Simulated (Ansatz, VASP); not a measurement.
**P in VASP and in Ansatz**

Contents of INCAR:

```
ALGO = Normal ; EDIFF = 1E-7
EDIFFG = -0.04 ; ENCUT = 500
GGA = PE ; GGA_COMPAT = F
IBRION = 2 ; ISIF = 3
ISMEAR = 0 ; LASPH = T
LCHARG = F ; LREAL = F
LWAVE = F ; NELM = 120
NELMIN = 4 ; NSW = 90
PREC = Accurate ; SIGMA = 0.1
```

The input KPOINTS:

```
k-points
0
Gamma
  6 4 4
```

Contents of POSCAR:

```
P
1.0
    3.5174656700      0.0000000000      0.0000000000
    0.0000000000      5.4831858900      0.0000000000
    0.0000000000      0.0000000000      5.1073808500
P
6
Direct
    0.7500000000      0.3046198400      0.1196049900
    0.2500000000      0.6953801600      0.8803950100
    0.2500000000      0.3046198400      0.8803950100
    0.7500000000      0.6953801600      0.1196049900
    0.2500000000      0.0000000000      0.6189374900
    0.7500000000      0.0000000000      0.3810625100
```

Input for Ansatz:

```yaml
crystal:
  lattice:
    - [3.51746567, 0.0, 0.0]
    - [0.0, 5.48318589, 0.0]
    - [0.0, 0.0, 5.10738085]
  atoms:
    - { symbol: P, position: [0.75, 0.30461984, 0.11960499] }
    - { symbol: P, position: [0.25, 0.69538016, 0.88039501] }
    - { symbol: P, position: [0.25, 0.30461984, 0.88039501] }
    - { symbol: P, position: [0.75, 0.69538016, 0.11960499] }
    - { symbol: P, position: [0.25, 0.0, 0.61893749] }
    - { symbol: P, position: [0.75, 0.0, 0.38106251] }
basis:
  ecutwfc: 420
kpoints:
  mp_grid: { grid: [6, 4, 4] }
hamiltonian:
  xc: pbe
scf:
  occupations: { method: gaussian, width: 0.1 }
  lower_state_search: "off"
output:
  forces: true
  stress: true
  eigenvalues: true
relax:
  adjacent_minimum: "off"
  f_tol: 0.04
  max_steps: 70
  cell: { stress_tol: 0.4 }
```

Alike in both runs: task relaxation of cell and atoms; functional PBE; k mesh 6 × 4 × 4; occupations gaussian, width 0.1 eV; no spin polarisation.

```csv
,VASP,Ansatz
version,VASP 6.6.1,Ansatz 0.2.0
potentials or method,"VASP PAW PBE potentials, release 64 (P), cutoff 500 eV","scalar-relativistic, plane waves, PAW"
valence electrons in the cell,30,30
```

|  | VASP | Ansatz | Ansatz less VASP |
| --- | --- | --- | --- |
| gap on the k mesh at the Fermi level, each at its own relaxed structure (eV) | none | none | - |
| relaxed volume (Å³/atom) | 18.75 | 14.62 | -4.130 |
| relaxed length of the cell vector where the two differ most in proportion (Å) | 4.002 | 3.467 | -0.5355 |

A gap of «none» marks a metal or a gap that the smearing closes. One of these differences is far larger than is usual between the two programs; its cause wasn't traced.
